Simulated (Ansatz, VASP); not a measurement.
Ge: VASP beside Ansatz

The input INCAR:

```
PREC = Accurate
ENCUT = 520
EDIFF = 1E-6
ISMEAR = -1
SIGMA = 0.1
LREAL = F
LASPH = T
NELM = 60
ALGO = Normal
ISIF = 2
LWAVE = F
LCHARG = T
GGA = B5
ALDAX = 1.0
AGGAX = 1.0
AGGAC = 1.0
ALDAC = 0.0
LELF = T
LVHAR = T
NBANDS = 21
```

KPOINTS

```
regular mesh
0
Gamma
  12 12 12
```

File POSCAR:

```
Ge
1.0
    3.8998410000      0.0000000000      0.0000000000
   -2.8983834784      2.6092399348      0.0000000000
   -0.5007284999     -1.3046192877      3.6408789198
Ge
2
Direct
    0.2500000000      0.7500000000      0.5000000000
    0.5000000000      0.5000000000      0.0000000000
```

Input for Ansatz:

```yaml
crystal:
  lattice:
    - [3.899841, 0.0, 0.0]
    - [-2.898383478375798, 2.6092399348391115, 0.0]
    - [-0.5007284999451206, -1.304619287745652, 3.640878919802983]
  atoms:
    - { symbol: Ge, position: [0.24999999999999992, 0.75, 0.49999999999999994] }
    - { symbol: Ge, position: [0.49999999999999994, 0.5, 0.0] }
kpoints:
  mp_grid:
    grid: [12, 12, 12]
hamiltonian:
  xc: blyp
scf:
  occupations:
    method: fermi_dirac
    width: 0.1
output:
  stress: true
```

Alike in both runs: task single point; functional BLYP; k mesh 12 × 12 × 12; occupations fermi-dirac, width 0.1 eV; no spin polarisation.

```csv
,VASP,Ansatz
version,VASP 6.6.1,Ansatz 0.2.0
potentials or method,"VASP PAW PBE potentials, release 64 (Ge_d)","plane waves, PAW"
plane-wave cutoff (eV),520,420
valence electrons in the cell,28,28
```

|  | VASP | Ansatz | Ansatz less VASP |
| --- | --- | --- | --- |
| pressure (GPa) | 9.6 | 9.5 | -0.04 |
| traceless stress, the component that is largest in VASP (GPa) | 0.66 | 0.69 | +0.033 |

VASP's potentials were made for PBE, not for BLYP.
